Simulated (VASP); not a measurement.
# Al30Cu (a cell with a defect) in VASP: further runs

Al30Cu (a cell with a defect) is run at these levels: PBEsol; tasks: single point.

Program: VASP 6.6.1. These are calculated values, not measurements. Logs are shortened: lines on timing, memory, paths and dates and some standing lists are left out, and cuts for length are marked.

## (1) The cell of the first run

The cell holds a defect, 31 atoms: a = 8.100 Å, b = 8.100 Å, c = 8.100 Å, α = 90.00°, β = 90.00°, γ = 90.00°.

## (2) Single point, PBEsol

The input, INCAR:

```
SYSTEM = Al30Cu
ALGO     = Normal         ! electronic algorithm
EDIFF    = 1E-6           ! SCF threshold, eV
ENCUT    = 520            ! plane-wave cutoff, eV
GGA      = PS             ! functional
ISIF     = 2              ! what is computed and relaxed
ISMEAR   = 0              ! smearing method
LASPH    = .TRUE.         ! aspherical terms in the spheres
LCHARG   = .FALSE.        ! write CHGCAR
LREAL    = Auto         
LWAVE    = .FALSE.        ! write WAVECAR
NBANDS   = 72             ! bands
NELM     = 60             ! most SCF steps
PREC     = Accurate       ! precision mode
SIGMA    = 0.1            ! smearing width, eV
```

The input, KPOINTS:

```
k-points
0
G
  3 3 3
  0 0 0
```

The input, POSCAR:

```
Al30Cu
1.0
    8.1000000000      0.0000000000      0.0000000000
    0.0000000000      8.1000000000      0.0000000000
    0.0000000000      0.0000000000      8.1000000000
Al Cu
30 1
Direct
    0.4995303704      0.0009646914      0.0000307407
    0.7494934568      0.2573576543      0.0058293827
    0.7494945679      0.0068349383      0.2564414815
   -0.0004960494      0.0008401235     -0.0000898765
    0.2495074074      0.2502645679     -0.0019466667
    0.5010741975      0.5029488889     -0.0004308642
    0.7494850617      0.7475087654      0.0010095062
    0.2495065432     -0.0010039506      0.2493356790
    0.4994353086      0.2535160494      0.2525588889
    0.5010628395      0.0005113580      0.5020120988
    0.7494867901      0.0019360494      0.7465630864
   -0.0022308642      0.5029485185     -0.0003571605
    0.2494743210      0.7519239506     -0.0033195062
   -0.0006400000      0.2535585185      0.2526077778
    0.2494103704      0.5027050617      0.2444398765
    0.4987544444      0.7489423457      0.2451488889
   -0.0022169136      0.0005834568      0.5020137037
    0.2494085185      0.2453881481      0.5017558025
    0.4891283951      0.5003538272      0.4994069136
    0.7495017284      0.7376316049      0.4886233333
    0.2494759259     -0.0023945679      0.7509953086
    0.4987460494      0.2460796296      0.7479927160
    0.7495037037      0.4895522222      0.7366624691
    0.0001874074      0.7489766667      0.2450913580
    0.0096560494      0.5001898765      0.4992524691
    0.2495154321      0.7550097531      0.4990966667
    0.0002000000      0.2460196296      0.7480325926
    0.2495144444      0.5000255556      0.7540732099
    0.5009369136      0.7496374074      0.7487011111
   -0.0020085185      0.7497143210      0.7487797531
    0.7495172840      0.3867083951      0.3859346914
```

Potentials or basis: VASP PAW PBE potentials, release 64 (Al, Cu).

Command:

```console
> cat potpaw_PBE.64/Al/POTCAR potpaw_PBE.64/Cu/POTCAR > POTCAR
> mpirun -np 1 vasp_std > vasp.out
```

OUTCAR:

```text
SYSTEM = Al30Cu
   EDIFF = 1E-6
   ENCUT = 520
   GGA = PS
   ISIF = 2
   ISMEAR = 0
   LASPH = .TRUE.
   LREAL = Auto
   NELM = 60
   PREC = Accurate

 ion  position               nearest neighbor table
   1  0.500  0.001  0.000-  16 2.85  22 2.85  21 2.86  13 2.86   5 2.86   8 2.86  29 2.88   7 2.88
                            11 2.88   9 2.89   2 2.90   3 2.90
   2  0.749  0.257  0.006-  12 2.83   6 2.83  14 2.84   9 2.85   3 2.87  23 2.88   1 2.90   4 2.90
                            27 2.91  22 2.91  11 2.95
   3  0.749  0.007  0.256-  17 2.83  10 2.83  14 2.84   9 2.85   2 2.87  20 2.88   1 2.90   4 2.90
                            24 2.91  16 2.91   7 2.95
   4  1.000  0.001  1.000-  24 2.85  27 2.85  13 2.86  21 2.86   5 2.86   8 2.86  30 2.88   7 2.88
                            11 2.88  14 2.89   2 2.90   3 2.90
   5  0.250  0.250  0.998-  28 2.83  15 2.86   1 2.86  22 2.86  27 2.86   4 2.86  21 2.86   8 2.88
                             6 2.89  12 2.89   9 2.89  14 2.89
   6  0.501  0.503  1.000-  16 2.82   7 2.82   2 2.83  15 2.84  28 2.85  29 2.85  13 2.87   9 2.88
                             5 2.89  22 2.91  23 2.93
   7  0.749  0.748  0.001-  12 2.82   6 2.82  24 2.83  16 2.83  30 2.87  29 2.87   4 2.88   1 2.88
                            11 2.91   3 2.95  23 2.99
   8  0.250  0.999  0.249-  26 2.83  18 2.86   1 2.86  16 2.86  24 2.86   4 2.86  13 2.86   5 2.88
                            10 2.89  17 2.89   9 2.89  14 2.89
   9  0.499  0.254  0.253-  31 2.54  19 2.83   3 2.85   2 2.85  15 2.86  18 2.86   6 2.88  10 2.88
[... 28 lines left out ...]
                            12 2.93   6 2.93  31 2.96   7 2.99
  24  0.000  0.749  0.245-  12 2.82  20 2.83   7 2.83  15 2.84   4 2.85  13 2.85   8 2.86  25 2.88
                            26 2.88  17 2.91   3 2.91
  25  0.010  0.500  0.499-  31 2.48  14 2.83  18 2.83  15 2.83  28 2.83  26 2.83  23 2.85  20 2.85
                            30 2.86  24 2.88  27 2.88
  26  0.250  0.755  0.499-   8 2.83  19 2.83  21 2.83  25 2.83  10 2.85  17 2.85  29 2.87  30 2.87
                            16 2.88  24 2.88  15 2.90  28 2.92
  27  0.000  0.246  0.748-  17 2.81  23 2.83  11 2.83  18 2.84   4 2.85  21 2.85   5 2.86  25 2.88
                            28 2.88  12 2.91   2 2.91
  28  0.250  0.500  0.754-   5 2.83  19 2.83  13 2.83  25 2.83   6 2.85  12 2.85  29 2.87  30 2.87
                            22 2.88  27 2.88  18 2.90  26 2.92
  29  0.501  0.750  0.749-   6 2.85  10 2.85  19 2.86  21 2.86  13 2.86  11 2.87   7 2.87  26 2.87
                            28 2.87   1 2.88  20 2.92  23 2.92
  30  0.998  0.750  0.749-  12 2.85  17 2.85  25 2.86  21 2.86  13 2.86  11 2.87   7 2.87  26 2.87
                            28 2.87   4 2.88  20 2.92  23 2.92
  31  0.750  0.387  0.386-  25 2.48  19 2.48  14 2.53   9 2.54  23 2.96  20 2.96

  LATTYP: Found a simple cubic cell.
 ALAT       =     8.1000000000

  Lattice vectors:

 A1 = (   8.1000000000,   0.0000000000,   0.0000000000)
 A2 = (   0.0000000000,   8.1000000000,   0.0000000000)
 A3 = (   0.0000000000,   0.0000000000,   8.1000000000)

Analysis of symmetry for initial positions (statically):
=====================================================================
 Subroutine PRICEL returns:
 Original cell was already a primitive cell.

 Routine SETGRP: Setting up the symmetry group for a
 simple cubic supercell.

 Subroutine GETGRP returns: Found  1 space group operations
 (whereof  1 operations were pure point group operations)
 out of a pool of 48 trial point group operations.

The static configuration has the point symmetry C_1 .

Analysis of symmetry for dynamics (positions and initial velocities):
=====================================================================
 Subroutine PRICEL returns:
 Original cell was already a primitive cell.

 Routine SETGRP: Setting up the symmetry group for a
 simple cubic supercell.

 Subroutine GETGRP returns: Found  1 space group operations
 (whereof  1 operations were pure point group operations)
 out of a pool of 48 trial point group operations.

The dynamic configuration has the point symmetry C_1 .

 Subroutine INISYM returns: Found  1 space group operations
 (whereof  1 operations are pure point group operations),
 and found     1 'primitive' translations

----------------------------------------------------------------------------------------

                                     Primitive cell

  volume of cell :     531.4410

  direct lattice vectors                    reciprocal lattice vectors
     8.100000000  0.000000000  0.000000000     0.123456790  0.000000000  0.000000000
     0.000000000  8.100000000  0.000000000     0.000000000  0.123456790  0.000000000
[... 86 lines left out ...]

  Length of vectors
     0.041152263  0.041152263  0.041152263

  Shift w.r.t. Gamma in fractional coordinates (k-lattice)
     0.000000000  0.000000000  0.000000000

 Subroutine IBZKPT returns following result:
 ===========================================

 Found     14 irreducible k-points:

 Following reciprocal coordinates:
            Coordinates               Weight
  0.000000  0.000000  0.000000      1.000000
  0.333333  0.000000  0.000000      2.000000
  0.000000  0.333333  0.000000      2.000000
  0.000000  0.000000  0.333333      2.000000
  0.333333  0.333333  0.000000      2.000000
  0.000000  0.333333  0.333333      2.000000
  0.333333  0.000000  0.333333      2.000000
 -0.333333  0.333333  0.000000      2.000000
 -0.333333  0.000000  0.333333      2.000000
  0.000000 -0.333333  0.333333      2.000000
  0.333333  0.333333  0.333333      2.000000
 -0.333333  0.333333  0.333333      2.000000
 -0.333333 -0.333333  0.333333      2.000000
  0.333333 -0.333333  0.333333      2.000000
   k-points           NKPTS =     14   k-points in BZ     NKDIM =     14   number of bands    NBANDS=     72
   number of dos      NEDOS =    301   number of ions     NIONS =     31
   total plane-waves  NPLWV = 216000
   dimension x,y,z NGX =    60 NGY =   60 NGZ =   60
   dimension x,y,z NGXF=   120 NGYF=  120 NGZF=  120
   ions per type =              30   1
   NGX,Y,Z   is equivalent  to a cutoff of  12.31, 12.31, 12.31 a.u.
   NGXF,Y,Z  is equivalent  to a cutoff of  24.63, 24.63, 24.63 a.u.
 SYSTEM =  Al30Cu
   PREC   = accura    normal or accurate (medium, high low for compatibility)
   ISTART =      0    job   : 0-new  1-cont  2-samecut
   ICHARG =      2    charge: 1-file 2-atom 10-const
   ISPIN  =      1    spin polarized calculation?
   LNONCOLLINEAR =      F non collinear calculations
   LSORBIT =      F    spin-orbit coupling
   LASPH  =      T    aspherical Exc in radial PAW
   ENCUT  =  520.0 eV  38.22 Ry    6.18 a.u.  15.06 15.06 15.06*2*pi/ulx,y,z
   NELM   =     60;   NELMIN=  2; NELMDL= -5     # of ELM steps
   EDIFF  = 0.1E-05   stopping-criterion for ELM
   LREAL  =      T    real-space projection
   EDIFFG = 0.1E-04   stopping-criterion for IOM
   NSW    =      0    number of steps for IOM
   IBRION =     -1    ionic relax: 0-MD 1-quasi-New 2-CG
   NFREE  =      0    steps in history (QN), initial steepest desc. (CG)
   ISIF   =      2    stress and relaxation
   ISYM   =      2    0-nonsym 1-usesym 2-fastsym
   POTIM  = 0.5000    time-step for ionic-motion
   TEBEG  =    0.0;   TEEND  =   0.0 temperature during run
   PSTRESS=    0.0 pullay stress
   NELECT =     101.0000    total number of electrons
   NUPDOWN=      -1.0000    fix difference up-down
   EMIN   =  10.00;   EMAX   =-10.00  energy-range for DOS
   EFERMI =   0.00;   METHOD = LEGACY
   ISMEAR =     0;   SIGMA  =   0.10  broadening in eV -4-tet -1-fermi 0-gaus
   EFERMI_NEDOS =   21; number of points for ismear=-14 and -15
   IALGO  =     38    algorithm
   IMIX   =      4    mixing-type and parameters
     AMIX     =   0.40;   BMIX     =  1.00
     AMIX_MAG =   1.60;   BMIX_MAG =  1.00
  volume/ion in A,a.u.               =      17.14       115.69
  Fermi-wavevector in a.u.,A,eV,Ry     =   0.941233  1.778672 12.053656  0.885919
  Thomas-Fermi vector in A             =   2.068723
   LORBIT       =      0    0 simple, 1 ext, 2 COOP (PROOUT), +10 PAW based schemes
   GGA     = PS    functional components
   LHFCALC =     F    Hartree Fock is set to
   AEXX    =    0.0000 exact exchange contribution
   IVDW    =     0    specifies the selected vdW correction
   LEPSILON=     F    determine dielectric tensor
   LRPA    =     F    only Hartree local field effects (RPA)
 non-spin polarized calculation
 Gauss-broadening in eV      SIGMA  =   0.10
  energy-cutoff  :      520.00
  volume of cell :      531.44
 maximum number of plane-waves:     14358
   NGX = 31   NGY = 31   NGZ = 31

 number of electron     101.0000004 magnetization

 Free energy of the ion-electron system (eV)
  ---------------------------------------------------
  ext. energy  EPLUGINS =         0.00000000
  ---------------------------------------------------
  free energy    TOTEN  =      -125.97573789 eV

  energy without entropy =     -125.93484842  energy(sigma->0) =     -125.95529315

 E-fermi :   7.2734     XC(G=0): -10.1183

 val. band max:        7.2411300739   @ k =   0.0000   0.3333   0.0000
 cond. band min:       7.3030682666   @ k =   0.0000   0.0000   0.0000
 fundamental gap:      0.0619381927
 Fermi energy:         7.2733891325

 k-point     1 :       0.0000    0.0000    0.0000
  band No.  band energies     occupation
      1      -3.4541      2.00000
      2      -1.3513      2.00000
      3      -1.3118      2.00000
      4      -1.2867      2.00000
      5      -1.2628      2.00000
      6      -1.0852      2.00000
[... 899 lines left out ...]
     61       9.1678      0.00000
     62       9.2108      0.00000
 [bands above 62 left out]

------------------------ aborting loop because EDIFF is reached ----------------------------------------

  FORCE on cell =-STRESS in cart. coord.  units (eV):
  Direction    XX          YY          ZZ          XY          YZ          ZX
  --------------------------------------------------------------------------------------
  -------------------------------------------------------------------------------------
  Total       -6.0435823    -11.8697527    -11.8677713      0.0081251      0.0856065      0.0052982
  in kB      -18.2200668    -35.7846847    -35.7787114      0.0244954      0.2580846      0.0159729
  external PRESSURE =     -29.9278210 kB  Pullay stress =       0.0000000 kB

 VOLUME and BASIS-vectors are now :
 -----------------------------------------------------------------------------
  energy-cutoff  :      520.00
  volume of cell :      531.44
      direct lattice vectors                 reciprocal lattice vectors
     8.100000000  0.000000000  0.000000000     0.123456790  0.000000000  0.000000000
     0.000000000  8.100000000  0.000000000     0.000000000  0.123456790  0.000000000
     0.000000000  0.000000000  8.100000000     0.000000000  0.000000000  0.123456790

 POSITION                                       TOTAL-FORCE (eV/Angst)
 -----------------------------------------------------------------------------------
      4.04620      0.00781      0.00025        -0.005422      0.005005      0.000422
      6.07090      2.08460      0.04722         0.000966     -0.004314     -0.006348
      6.07091      0.05536      2.07718         0.000848     -0.008130     -0.001693
      8.09598      0.00681      8.09927        -0.002785      0.010801      0.003802
      2.02101      2.02714      8.08423        -0.002524     -0.005555     -0.003510
      4.05870      4.07389      8.09651         0.007024      0.002854      0.003755
[... 23 lines left out ...]
      8.08373      6.07269      6.06512        -0.004490     -0.002350     -0.004077
      6.07109      3.13234      3.12607        -0.009200      0.007870      0.010139
 -----------------------------------------------------------------------------------
    total drift:                               -0.019046      0.012354     -0.010804

  FREE ENERGIE OF THE ION-ELECTRON SYSTEM (eV)
  ---------------------------------------------------
  free  energy   TOTEN  =      -125.9757378857 eV

  energy  without entropy=     -125.9348484235  energy(sigma->0) =     -125.95529315
```

Wall time 11 min (1 thread of AMD EPYC 9R45 (Zen 5), shared host); peak memory 0.63 GiB.

Results:

- Free energy: -125.9757 eV
- Pressure: -3.0 GPa
- Largest force: 0.017 eV/Å

Forces in eV/Å, atoms in the order of the input:
```
Al  -0.005  0.005  0.000
Al   0.001 -0.004 -0.006
Al   0.001 -0.008 -0.002
Al  -0.003  0.011  0.004
Al  -0.003 -0.006 -0.004
Al   0.007  0.003  0.004
Al  -0.003 -0.003  0.003
Al  -0.005 -0.003 -0.010
Al  -0.003 -0.003 -0.001
Al   0.009  0.006  0.002
Al  -0.001  0.005 -0.001
Al  -0.005  0.000  0.000
Al   0.002  0.005  0.000
Al   0.011 -0.009 -0.007
Al   0.002 -0.001  0.005
Al   0.002 -0.003  0.002
Al  -0.005  0.001  0.001
Al   0.004  0.001  0.002
Al  -0.004 -0.002 -0.003
Al   0.000  0.002  0.001
Al   0.001 -0.002  0.004
Al   0.001 -0.002 -0.006
Al  -0.001  0.000  0.002
Al  -0.001 -0.003  0.005
Al   0.013  0.008  0.006
Al  -0.004 -0.003 -0.003
Al   0.000  0.000 -0.005
Al  -0.006 -0.004  0.000
Al   0.008  0.002 -0.001
Al  -0.004 -0.002 -0.004
Cu  -0.009  0.008  0.010
```

Caveat: the PAW data sets were made with another functional, which shifts forces and pressure a little.

## (3) Single point, PBEsol

The input, INCAR:

```
SYSTEM = Al30Cu
PREC = Accurate ; ENCUT = 520
EDIFF = 1E-6 ; ISMEAR = 0
SIGMA = 0.1 ; LREAL = Auto
LASPH = .TRUE. ; NELM = 80
ALGO = Normal ; ISIF = 2
LWAVE = .FALSE. ; LCHARG = .FALSE.
GGA = PS ; NBANDS = 72
```

The input, KPOINTS:

```
Automatic mesh
0
G
  3 3 3
  0 0 0
```

The input, POSCAR:

```
Al30Cu
1.0
    8.1000000000      0.0000000000      0.0000000000
    0.0000000000      8.1000000000      0.0000000000
    0.0000000000      0.0000000000      8.1000000000
Al Cu
30 1
Direct
    0.4987996296      0.0010495062     -0.0007365432
    0.7497127160      0.2575832099      0.0078306173
    0.7497050617      0.0017218519      0.2535732099
    0.0000556790      0.0010755556     -0.0005059259
    0.2496202469      0.2502375309     -0.0008644444
    0.5009392593      0.5031697531      0.0015965432
    0.7494334568      0.7482255556      0.0002196296
    0.2495785185     -0.0022179012      0.2477465432
    0.5019586420      0.2517479012      0.2543507407
    0.5019904938      0.0007212346      0.5000350617
    0.7494409877      0.0027880247      0.7461122222
   -0.0015666667      0.5031080247      0.0015964198
    0.2495085185      0.7526643210     -0.0032070370
   -0.0023180247      0.2517274074      0.2545334568
    0.2498780247      0.5018393827      0.2458880247
    0.4998560494      0.7467732099      0.2454517284
   -0.0025943210      0.0006907407      0.5001002469
    0.2498011111      0.2471280247      0.5003655556
    0.4945532099      0.4981123457      0.5011744444
    0.7496972840      0.7384945679      0.4909797531
    0.2495180247     -0.0002401235      0.7487085185
    0.5003395062      0.2479724691      0.7479579012
    0.7498040741      0.4935444444      0.7436616049
   -0.0005686420      0.7466254321      0.2455607407
    0.0043141975      0.4978024691      0.5008224691
    0.2497265432      0.7530333333      0.4981660494
   -0.0009492593      0.2480697531      0.7477998765
    0.2496213580      0.5008583951      0.7550406173
    0.4997203704      0.7509243210      0.7490556790
   -0.0004783951      0.7507977778      0.7491167901
    0.7498460494      0.4274602469      0.3386996296
```

Potentials or basis: VASP PAW PBE potentials, release 64 (Al, Cu).

Command:

```console
> cat potpaw_PBE.64/Al/POTCAR potpaw_PBE.64/Cu/POTCAR > POTCAR
> mpirun -np 1 vasp_std > vasp.out
```

Run time: 11 min. Hardware: 1 thread of AMD EPYC 9R45 (Zen 5), shared host; peak memory 0.64 GiB.

The run converged. Its results:

```
Free energy   : -126.0817 eV
Pressure      : -3.2 GPa
Largest force : 0.384 eV/Å
```

Forces on the atoms (eV/Å):
```
Al   0.004 -0.005  0.001
Al   0.002  0.001  0.038
Al  -0.001 -0.015  0.004
Al   0.002 -0.006 -0.011
Al  -0.003  0.013 -0.001
Al  -0.004  0.001  0.015
Al   0.005 -0.005  0.001
Al   0.003 -0.024  0.022
Al   0.011 -0.019  0.018
Al   0.001 -0.008  0.009
Al   0.009  0.000  0.018
Al   0.001  0.004  0.020
Al   0.003  0.006 -0.008
Al  -0.017 -0.021  0.009
Al  -0.005  0.005  0.013
Al   0.000 -0.010  0.005
Al  -0.006 -0.011  0.011
Al  -0.001 -0.014  0.025
Al   0.021 -0.037  0.011
Al  -0.001  0.004  0.001
Al  -0.001 -0.009  0.005
Al   0.001 -0.005  0.012
Al  -0.005 -0.004  0.040
Al   0.000 -0.010 -0.001
Al   0.012 -0.026  0.027
Al  -0.007 -0.030  0.003
Al  -0.005 -0.014  0.015
Al   0.000  0.000 -0.009
Al  -0.006 -0.010  0.000
Al  -0.001 -0.006 -0.002
Cu  -0.014  0.252 -0.290
```

Stress tensor (GPa, compression positive):
```
-2.37  0.00  0.00
 0.00 -3.63  0.00
 0.00  0.00 -3.65
```

Levels at points of the mesh, in eV from the Fermi level:
```csv
k point,band 49,band 50,band 51,band 52,band 53,band 54
"(0.00, 0.00, 0.00)",-0.04,0.03,0.51,0.63,0.66,0.69
```

Caveat: the PAW data sets were made with another functional, which shifts forces and pressure a little.
